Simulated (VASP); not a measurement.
Input of a VASP 6.6.1 run:

File INCAR:

```
SYSTEM = C
PREC = Accurate
ENCUT = 520
EDIFF = 1E-7
ISMEAR = 0
SIGMA = 0.05
LREAL = .False.
LASPH = .True.
NELM = 80
ALGO = Normal
ISIF = 2
LWAVE = .False.
LCHARG = .False.
GGA = PE
NBANDS = 36
```

KPOINTS

```
regular mesh
0
Gamma
  10 10 2
  0 0 0
```

Contents of POSCAR:

```
C
1.0
    1.7834000000     -1.7834000000      0.0000000000
    1.7834000000      0.0000000000     -1.7834000000
    6.9603949192      6.9603949192      6.9603949192
C
12
Direct
    0.6666666667      0.6666666667      0.2776070145
    0.0000000000      0.0000000000      0.1067929519
    0.3333333333      0.3333333333      0.4484210771
    0.6666666667      0.6666666667      0.7900492023
    1.0000000000      1.0000000000      0.6192351397
    0.3333333333      0.3333333333      0.9608632648
    0.6666666667      0.6666666667      0.4057175614
    1.0000000000      1.0000000000      0.2349034989
    0.3333333333      0.3333333333      0.5765316240
    0.6666666667      0.6666666667      0.9181597492
    0.0000000000      0.0000000000      0.7473456866
    0.3333333333      0.3333333333      0.0640894363
```

Potentials or basis: VASP PAW PBE potentials, release 64 (C).

Command:

```bash
$ cat potpaw_PBE.64/C/POTCAR > POTCAR
$ mpirun -np 1 vasp_std > vasp.out
```

(1) Estimate the largest force.

(2) What does it give for the band gap on the k mesh?

(3) What does it give for the pressure?

## Answers

(1) 14.402 eV/Å.

(2) 3.90 eV (least direct gap 5.07 eV).

(3) 22.3 GPa.

Caveat: the cell differs from its parent crystal (the distance across one plane changed); the cell stands under pressure; forces of over 1 eV/Å act on the atoms, so gaps and moduli don't describe the material at rest.
